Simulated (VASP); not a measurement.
A run of VASP 6.6.1 is set up as follows.

File INCAR:

```
SYSTEM = Mg9O8
  PREC = Accurate
  ENCUT = 520
  EDIFF = 1E-7
  ISMEAR = -1
  SIGMA = 0.02
  LREAL = Auto
  LASPH = .True.
  NELM = 80
  ALGO = Normal
  ISIF = 2
  LWAVE = .False.
  LCHARG = .False.
  GGA = CA
  NBANDS = 47
```

KPOINTS

```
Automatic mesh
0
Gamma
  2 2 2
  0 0 0
```

File POSCAR:

```
Mg9O8
1.0
    0.0000000000      4.1810000000      4.1810000000
    4.1810000000      0.0000000000      4.1810000000
    4.1810000000      4.1810000000      0.0000000000
Mg O
9 8
Direct
   -0.0274097106      0.0077493423      0.0156661086
    0.0069361397     -0.0215259507      0.5292992107
    0.0334369768      0.4518057881      0.0685481942
   -0.0067208802      0.4779000239      0.5809614925
    0.4788447740      0.0455513035     -0.0534202344
    0.5243721598      0.0325759388      0.4563262377
    0.4847883282      0.4319779957     -0.0390337240
    0.4704974886      0.5339272901      0.5232839034
    0.5941401579      0.5937574743      0.1079406840
    0.2701745994      0.2104520450      0.2505620665
    0.2714900741      0.2771824922      0.7045922028
    0.2308897393      0.7639679503      0.2489237025
    0.2588734752      0.7852547238      0.7250298972
    0.7881009328      0.2299808658      0.2647333174
    0.7487682373      0.2733317388      0.6966276011
    0.7625209280      0.7339870844      0.2557282947
    0.7468548194      0.8042812724      0.7384118632
```

Potentials or basis: VASP PAW LDA potentials, release 64 (Mg, O).

Command:

```console
$ cat potpaw_LDA.64/Mg/POTCAR potpaw_LDA.64/O/POTCAR > POTCAR
$ mpirun -np 1 vasp_std > vasp.out
```

Q: Predict the largest force.

A: 4.404 eV/Å.

Q: Predict the pressure.

A: 42.8 GPa.

Stress tensor (GPa, compression positive):
```
39.64  2.30  3.10
 2.30 51.38  2.85
 3.10  2.85 37.35
```

Caveat: the k points lie up to 0.65 Å⁻¹ apart.
